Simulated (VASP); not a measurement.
# InP (Fm-3m) in VASP: notebook

The runs below take InP through electric field gradients, with PBEsol.

Program: VASP 6.6.1. These are calculated values, not measurements. Logs are shortened: lines on timing, memory, paths and dates and some standing lists are left out, and cuts for length are marked.

**1. The cell of the first run**

The structure is cubic, space group Fm-3m (No. 225). The conventional cell has a = 5.593 Å, b = 5.593 Å, c = 5.593 Å, α = 90.00°, β = 90.00°, γ = 90.00°. Within 3.7 Å of In (site symmetry m-3m) lie 6 P at 2.80 Å. P (site symmetry m-3m) has 6 In at 2.80 Å within 3.7 Å.

**2. Electric field gradients, PBEsol (volume scaled by 0.94)**

File INCAR:

```
ALGO = Normal
EDIFF = 1E-8
ENCUT = 520
GGA = PS
ISIF = 2
ISMEAR = -1
LASPH = True
LCHARG = False
LEFG = True
LREAL = False
LWAVE = False
NBANDS = 16
NELM = 80
PREC = Accurate
SIGMA = 0.03
```

File KPOINTS:

```
k-points
0
Gamma
  11 11 11
```

File POSCAR:

```
InP
1.0
    0.0000000000      2.7967183404      2.7967183404
    2.7967183404      0.0000000000      2.7967183404
    2.7967183404      2.7967183404      0.0000000000
In P
1 1
Direct
    0.0000000000      0.0000000000      0.0000000000
    0.5000000000      0.5000000000      0.5000000000
```

Potentials or basis: VASP PAW PBE potentials, release 64 (In_d, P).

On the command line:

```
$ cat potpaw_PBE.64/In_d/POTCAR potpaw_PBE.64/P/POTCAR > POTCAR
$ mpirun -np 1 vasp_std > vasp.out
```

OUTCAR:

```text
EDIFF = 1E-8
   ENCUT = 520
   GGA = PS
   ISIF = 2
   ISMEAR = -1
   LASPH = True
   LREAL = False
   NELM = 80
   PREC = Accurate

 ion  position               nearest neighbor table
   1  0.000  0.000  0.000-   2 2.80   2 2.80   2 2.80   2 2.80   2 2.80   2 2.80
   2  0.500  0.500  0.500-   1 2.80   1 2.80   1 2.80   1 2.80   1 2.80   1 2.80

  LATTYP: Found a face centered cubic cell.
 ALAT       =     5.5934366808

  Lattice vectors:

 A1 = (   0.0000000000,   2.7967183404,   2.7967183404)
 A2 = (   2.7967183404,   0.0000000000,   2.7967183404)
 A3 = (   2.7967183404,   2.7967183404,   0.0000000000)

Analysis of symmetry for initial positions (statically):
=====================================================================
 Subroutine PRICEL returns:
 Original cell was already a primitive cell.

 Routine SETGRP: Setting up the symmetry group for a
 face centered cubic supercell.

 Subroutine GETGRP returns: Found 48 space group operations
 (whereof 48 operations were pure point group operations)
 out of a pool of 48 trial point group operations.

The static configuration has the point symmetry O_h .

Analysis of symmetry for dynamics (positions and initial velocities):
=====================================================================
 Subroutine PRICEL returns:
 Original cell was already a primitive cell.

 Routine SETGRP: Setting up the symmetry group for a
 face centered cubic supercell.

 Subroutine GETGRP returns: Found 48 space group operations
 (whereof 48 operations were pure point group operations)
 out of a pool of 48 trial point group operations.

The dynamic configuration has the point symmetry O_h .

 Subroutine INISYM returns: Found 48 space group operations
 (whereof 48 operations are pure point group operations),
 and found     1 'primitive' translations

----------------------------------------------------------------------------------------

                                     Primitive cell

  volume of cell :      43.7498

  direct lattice vectors                    reciprocal lattice vectors
     0.000000000  2.796718340  2.796718340    -0.178780964  0.178780964  0.178780964
     2.796718340  0.000000000  2.796718340     0.178780964 -0.178780964  0.178780964
     2.796718340  2.796718340  0.000000000     0.178780964  0.178780964 -0.178780964

  length of vectors
     3.955157007  3.955157007  3.955157007     0.309657712  0.309657712  0.309657712

  position of ions in fractional coordinates (direct lattice)
     0.000000000  0.000000000  0.000000000
     0.500000000  0.500000000  0.500000000

  ion indices of the primitive-cell ions
   primitive index   ion index
                 1           1
                 2           2

----------------------------------------------------------------------------------------

 KPOINTS: k-points

Automatic generation of k-mesh.
 Grid dimensions read from file:
 generate k-points for:   11   11   11

 Generating k-lattice:

  Cartesian coordinates                     Fractional coordinates (reciprocal lattice)
    -0.016252815  0.016252815  0.016252815     0.090909091  0.000000000  0.000000000
     0.016252815 -0.016252815  0.016252815     0.000000000  0.090909091  0.000000000
     0.016252815  0.016252815 -0.016252815     0.000000000  0.000000000  0.090909091

  Length of vectors
     0.028150701  0.028150701  0.028150701

  Shift w.r.t. Gamma in fractional coordinates (k-lattice)
     0.000000000  0.000000000  0.000000000

 Subroutine IBZKPT returns following result:
 ===========================================

 Found     56 irreducible k-points:

 Following reciprocal coordinates:
            Coordinates               Weight
  0.000000  0.000000  0.000000      1.000000
  0.090909  0.000000  0.000000      8.000000
  0.181818  0.000000  0.000000      8.000000
  0.272727  0.000000  0.000000      8.000000
  0.363636  0.000000  0.000000      8.000000
  0.454545  0.000000  0.000000      8.000000
[... 16 lines left out ...]
 -0.272727  0.181818  0.000000     24.000000
 -0.181818  0.181818  0.000000     12.000000
 [... further k-points ...]
   k-points           NKPTS =     56   k-points in BZ     NKDIM =     56   number of bands    NBANDS=     16
   number of dos      NEDOS =    301   number of ions     NIONS =      2
   total plane-waves  NPLWV =  27000
   dimension x,y,z NGX =    30 NGY =   30 NGZ =   30
   dimension x,y,z NGXF=    60 NGYF=   60 NGZF=   60
   ions per type =               1   1
   NGX,Y,Z   is equivalent  to a cutoff of  12.61, 12.61, 12.61 a.u.
   NGXF,Y,Z  is equivalent  to a cutoff of  25.22, 25.22, 25.22 a.u.
 SYSTEM =  unknown system
   PREC   = accura    normal or accurate (medium, high low for compatibility)
   ISTART =      0    job   : 0-new  1-cont  2-samecut
   ICHARG =      2    charge: 1-file 2-atom 10-const
   ISPIN  =      1    spin polarized calculation?
   LNONCOLLINEAR =      F non collinear calculations
   LSORBIT =      F    spin-orbit coupling
   LASPH  =      T    aspherical Exc in radial PAW
   ENCUT  =  520.0 eV  38.22 Ry    6.18 a.u.   7.35  7.35  7.35*2*pi/ulx,y,z
   NELM   =     80;   NELMIN=  2; NELMDL= -5     # of ELM steps
   EDIFF  = 0.1E-07   stopping-criterion for ELM
   LREAL  =      F    real-space projection
   EDIFFG = 0.1E-06   stopping-criterion for IOM
   NSW    =      0    number of steps for IOM
   IBRION =     -1    ionic relax: 0-MD 1-quasi-New 2-CG
   NFREE  =      0    steps in history (QN), initial steepest desc. (CG)
   ISIF   =      2    stress and relaxation
   ISYM   =      2    0-nonsym 1-usesym 2-fastsym
   POTIM  = 0.5000    time-step for ionic-motion
   TEBEG  =    0.0;   TEEND  =   0.0 temperature during run
   PSTRESS=    0.0 pullay stress
   NELECT =      18.0000    total number of electrons
   NUPDOWN=      -1.0000    fix difference up-down
   EMIN   =  10.00;   EMAX   =-10.00  energy-range for DOS
   EFERMI =   0.00;   METHOD = LEGACY
   ISMEAR =    -1;   SIGMA  =   0.03  broadening in eV -4-tet -1-fermi 0-gaus
   EFERMI_NEDOS =   21; number of points for ismear=-14 and -15
   IALGO  =     38    algorithm
   IMIX   =      4    mixing-type and parameters
     AMIX     =   0.40;   BMIX     =  1.00
     AMIX_MAG =   1.60;   BMIX_MAG =  1.00
  volume/ion in A,a.u.               =      21.87       147.62
  Fermi-wavevector in a.u.,A,eV,Ry     =   1.217606  2.300943 20.171527  1.482565
  Thomas-Fermi vector in A             =   2.352921
   LORBIT       =      0    0 simple, 1 ext, 2 COOP (PROOUT), +10 PAW based schemes
   GGA     = PS    functional components
   LHFCALC =     F    Hartree Fock is set to
   AEXX    =    0.0000 exact exchange contribution
   IVDW    =     0    specifies the selected vdW correction
   LEPSILON=     F    determine dielectric tensor
   LRPA    =     F    only Hartree local field effects (RPA)
 non-spin polarized calculation
  energy-cutoff  :      520.00
  volume of cell :       43.75
 maximum number of plane-waves:      1243
 NGX is ok and might be reduce to    30
   NGX = 15   NGY = 15   NGZ = 15

 number of electron      18.0000004 magnetization

 Free energy of the ion-electron system (eV)
  ---------------------------------------------------
  ext. energy  EPLUGINS =         0.00000000
  ---------------------------------------------------
  free energy    TOTEN  =        -8.74803614 eV

  energy without entropy =       -8.74571915  energy(sigma->0) =       -8.74687764

 E-fermi :   6.5427     XC(G=0): -10.4156

 val. band max:        6.5006301238   @ k =  -0.4545   0.0909   0.0000
 cond. band min:       6.5536387635   @ k =  -0.0909   0.0909   0.0000
 fundamental gap:      0.0530086397
 Fermi energy:         6.5427068564

 k-point     1 :       0.0000    0.0000    0.0000
  band No.  band energies     occupation
      1      -7.5330      2.00000
      2      -7.5330      2.00000
      3      -7.5132      2.00000
      4      -7.5132      2.00000
      5      -7.5132      2.00000
      6      -5.2463      2.00000
[... 8 lines left out ...]
     15      14.7816      0.00000
     16      14.7816      0.00000

 k-point     2 :       0.0909    0.0000    0.0000
  band No.  band energies     occupation
      1      -7.5364      2.00000
      2      -7.5364      2.00000
      3      -7.5133      2.00000
      4      -7.5083      2.00000
      5      -7.5083      2.00000
      6      -5.1463      2.00000
[... 8 lines left out ...]
     15      14.2384      0.00000
     16      14.7751      0.00000

 k-point     3 :       0.1818    0.0000    0.0000
  band No.  band energies     occupation
      1      -7.5479      2.00000
      2      -7.5479      2.00000
      3      -7.5142      2.00000
      4      -7.4926      2.00000
      5      -7.4926      2.00000
      6      -4.8514      2.00000
[... 8 lines left out ...]
     15      14.5978      0.00000
     16      14.6344      0.00000

 k-point     4 :       0.2727    0.0000    0.0000
  band No.  band energies     occupation
      1      -7.5640      2.00000
      2      -7.5640      2.00000
      3      -7.5167      2.00000
      4      -7.4710      2.00000
      5      -7.4710      2.00000
      6      -4.3835      2.00000
[... 8 lines left out ...]
     15      15.4410      0.00000
     16      15.4410      0.00000

 k-point     5 :       0.3636    0.0000    0.0000
  band No.  band energies     occupation
      1      -7.5790      2.00000
      2      -7.5790      2.00000
      3      -7.5197      2.00000
      4      -7.4508      2.00000
      5      -7.4508      2.00000
      6      -3.8086      2.00000
[... 8 lines left out ...]
     15      16.5327      0.00000
     16      16.5327      0.00000

 k-point     6 :       0.4545    0.0000    0.0000
  band No.  band energies     occupation
      1      -7.5879      2.00000
      2      -7.5879      2.00000
      3      -7.5219      2.00000
      4      -7.4388      2.00000
      5      -7.4388      2.00000
      6      -3.3245      2.00000
[... 8 lines left out ...]
     15      17.5801      0.00000
     16      17.5801      0.00000
[... 267 lines left out ...]
 k-point    21 :      -0.4545    0.1818    0.0000
  band No.  band energies     occupation
      1      -7.6487      2.00000
      2      -7.5638      2.00000
      3      -7.5082      2.00000
      4      -7.4592      2.00000
      5      -7.4333      2.00000
      6      -2.9012      2.00000
[... 8 lines left out ...]
     15      17.6047      0.00000
     16      18.2939      0.00000

 k-point    22 :      -0.3636    0.1818    0.0000
  band No.  band energies     occupation
      1      -7.6294      2.00000
      2      -7.5712      2.00000
      3      -7.5029      2.00000
      4      -7.4607      2.00000
      5      -7.4448      2.00000
      6      -3.1067      2.00000
[... 8 lines left out ...]
     15      16.5094      0.00000
     16      17.8787      0.00000

 k-point    23 :      -0.2727    0.1818    0.0000
  band No.  band energies     occupation
      1      -7.6017      2.00000
      2      -7.5719      2.00000
      3      -7.5047      2.00000
      4      -7.4630      2.00000
      5      -7.4627      2.00000
      6      -3.6515      2.00000
[... 8 lines left out ...]
     15      16.6665      0.00000
     16      18.7130      0.00000

 k-point    24 :      -0.1818    0.1818    0.0000
  band No.  band energies     occupation
      1      -7.5735      2.00000
      2      -7.5672      2.00000
      3      -7.5106      2.00000
      4      -7.4797      2.00000
      5      -7.4678      2.00000
      6      -4.2031      2.00000
[... 8 lines left out ...]
     15      16.5256      0.00000
     16      17.5162      0.00000

 [... further k-points ...]
[... 5 lines left out ...]
  --------------------------------------------------------------------------------------
  -------------------------------------------------------------------------------------
  Total       -1.4243265     -1.4243265     -1.4243265     -0.0000000      0.0000000     -0.0000000
  in kB      -52.1607635    -52.1607635    -52.1607635     -0.0000000      0.0000000     -0.0000000
  external PRESSURE =     -52.1607635 kB  Pullay stress =       0.0000000 kB

 VOLUME and BASIS-vectors are now :
 -----------------------------------------------------------------------------
  energy-cutoff  :      520.00
  volume of cell :       43.75
      direct lattice vectors                 reciprocal lattice vectors
     0.000000000  2.796718340  2.796718340    -0.178780964  0.178780964  0.178780964
     2.796718340  0.000000000  2.796718340     0.178780964 -0.178780964  0.178780964
     2.796718340  2.796718340  0.000000000     0.178780964  0.178780964 -0.178780964

 POSITION                                       TOTAL-FORCE (eV/Angst)
 -----------------------------------------------------------------------------------
      0.00000      0.00000      0.00000         0.000000     -0.000000      0.000000
      2.79672      2.79672      2.79672        -0.000000      0.000000     -0.000000
 -----------------------------------------------------------------------------------
    total drift:                               -0.000000      0.000000      0.000000

  FREE ENERGIE OF THE ION-ELECTRON SYSTEM (eV)
  ---------------------------------------------------
  free  energy   TOTEN  =        -8.7480361361 eV

  energy  without entropy=       -8.7457191537  energy(sigma->0) =       -8.74687764

 Electric field gradients (V/A^2)
---------------------------------------------------------------------
 ion       V_xx      V_yy      V_zz      V_xy      V_xz      V_yz
---------------------------------------------------------------------
   1       0.000     0.000    -0.000     0.001     0.001     0.001
   2      -0.000    -0.000    -0.000    -0.000    -0.000    -0.000
---------------------------------------------------------------------

 Electric field gradients after diagonalization (V/A^2)
 (convention: |V_zz| > |V_xx| > |V_yy|)
----------------------------------------------------------------------
 ion       V_xx      V_yy      V_zz     asymmetry (V_yy - V_xx)/ V_zz
----------------------------------------------------------------------
   1      -0.001    -0.001     0.003       0.000
   2       0.000     0.000    -0.001       0.000
----------------------------------------------------------------------

           NMR quadrupolar parameters

 Cq : quadrupolar parameter    Cq=e*Q*V_zz/h
 eta: asymmetry parameters     (V_yy - V_xx)/ V_zz
 Q  : nuclear electric quadrupole moment in mb (millibarn)
----------------------------------------------------------------------
 ion       Cq(MHz)       eta       Q (mb)
----------------------------------------------------------------------
   1       0.000       0.000       1.000
   2      -0.000       0.000       1.000
----------------------------------------------------------------------
```

It took 47 s on 1 thread of Intel Xeon Platinum 8259CL at 2.50GHz (Skylake/Cascade Lake), shared host; peak memory 0.18 GiB.

What came out:

```
Free energy            : -8.7480 eV
Pressure               : -5.2 GPa
Band gap on the k mesh : zero (band 9 reaches 6.88 eV, above the bottom of band 10 at 4.34 eV)
```

Caveat: without QUAD_EFG the Cq values of the log hold for a quadrupole moment of 1 mb, not for the nuclei; the PAW data sets were made with another functional, which shifts forces and pressure a little; spin-orbit coupling is left out, which moves the levels of the heavy elements.

(Part 1 of 3 ends here.)
